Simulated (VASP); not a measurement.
A run of VASP 6.6.1 is set up as follows.

File INCAR:

```
SYSTEM = TeS2
  ALGO = Normal
  EDIFF = 1E-6
  EDIFFG = -0.01
  ENCUT = 600
  GGA = PE
  IBRION = 2
  ISIF = 3
  ISMEAR = 0
  LASPH = .True.
  LCHARG = .False.
  LREAL = .False.
  LWAVE = .False.
  NELM = 60
  NSW = 100
  PREC = Accurate
  SIGMA = 0.1
```

The input KPOINTS:

```
k-points
0
Gamma
  12 12 14
  0 0 0
```

File POSCAR:

```
TeS2
1.0
    4.5039712216      0.0000000000      0.0000000000
   -2.2519856108      3.9005534959      0.0000000000
    0.0000000000      0.0000000000      3.4665642596
Te S
1 2
Direct
    0.0000000000      0.0000000000      0.0000000000
    0.3333333333      0.6666666667      0.5000000000
    0.6666666667      0.3333333333      0.5000000000
```

Potentials or basis: VASP PAW PBE potentials, release 64 (Te, S).

The run is started by

```bash
$ cat potpaw_PBE.64/Te/POTCAR potpaw_PBE.64/S/POTCAR > POTCAR
$ mpirun -np 1 vasp_std > vasp.out
```

Question: Predict the relaxed volume.

Answer: 20.25 Å³/atom.

Question: Estimate the space group after relaxing (to 0.1 Å).

Answer: P6/mmm (No. 191).

Question: Predict the band gap on the k mesh.

Answer: Zero (bands 9 and 10 overlap by 2.21 eV).

Question: What does it give for the relaxed cell?

Answer: a = 4.498 Å, b = 4.498 Å, c = 3.466 Å, α = 90.00°, β = 90.00°, γ = 120.00°.

Stress tensor (GPa, compression positive):
```
-0.01  0.00  0.00
 0.00 -0.01  0.00
 0.00  0.00  0.08
```

Caveat: spin-orbit coupling is left out, which moves the levels of the heavy elements.
